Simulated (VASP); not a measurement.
Runs of VASP 6.6.1 on CO2 (k07). The structure is that of space group Pa-3 (No. 205), or close to it. The cells are those of the table. 

```tsv
task	cell	k mesh	cutoff (eV)	smearing	gap on the mesh (eV)	pressure (GPa)	largest force (eV/Å)
relaxation of cell and atoms	relaxed to 3.45 GPa from a = 5.630 Å, 12 atoms	4 × 4 × 4	600	gaussian 0.1 eV	6.97	3.5	0.02
single point	a = 5.284 Å, 12 atoms	6 × 6 × 6	520	gaussian 0.02 eV	(b)	5.3	0.64
relaxation of cell and atoms	relaxed to 3.45 GPa from a = 5.292 Å, 12 atoms	6 × 6 × 6	600	gaussian 0.02 eV	6.97	3.4	-
single point	a = 5.292 Å, 12 atoms	4 × 4 × 4	520	gaussian 0.1 eV	(a)	5.1	0.62
```

Alike in all rows: level PBE+D3(BJ); potentials or basis VASP PAW PBE potentials, release 64 (C, O); no spin polarisation.

Question: Estimate the missing entries.

Answer: (a) 6.99; (b) 7.00.

Caveats: the cell is relaxed towards a set pressure, so the enthalpy falls and the energy may rise (some runs); the relaxation stopped at a loose force limit of 0.05 eV/Å, so its end isn't a converged minimum (some runs).

A k mesh can miss the band edges.
